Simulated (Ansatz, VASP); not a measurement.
**ScSi3 in VASP and in Ansatz**

```xyz
4
Lattice="3.8915 0.0000 0.0000 0.0000 3.8915 0.0000 0.0000 0.0000 3.8915" Properties=species:S:1:pos:R:3 pbc="T T T"
Sc    0.0000    0.0000    0.0000
Si    0.0000    1.9457    1.9457
Si    1.9457    1.9457    0.0000
Si    1.9457    0.0000    1.9457
```

Alike in both runs: task single point; functional PBE; k mesh 8 × 8 × 8; occupations gaussian, width 0.05 eV; no spin polarisation.

```csv
,VASP,Ansatz
version,VASP 6.6.1,Ansatz 0.2.0
potentials or method,"VASP PAW PBE potentials, release 64 (Sc_sv, Si), cutoff 520 eV","scalar-relativistic, plane waves, PAW"
valence electrons in the cell,23,23
```

Ansatz gave:

```
gap on the k mesh at the Fermi level (eV) : none
pressure (GPa)                            : 6.2
```

Question: Which values does VASP return?

Answer: gap on the k mesh at the Fermi level (eV): none; pressure (GPa): 6.4.

A gap of «none» marks a metal or a gap that the smearing closes.
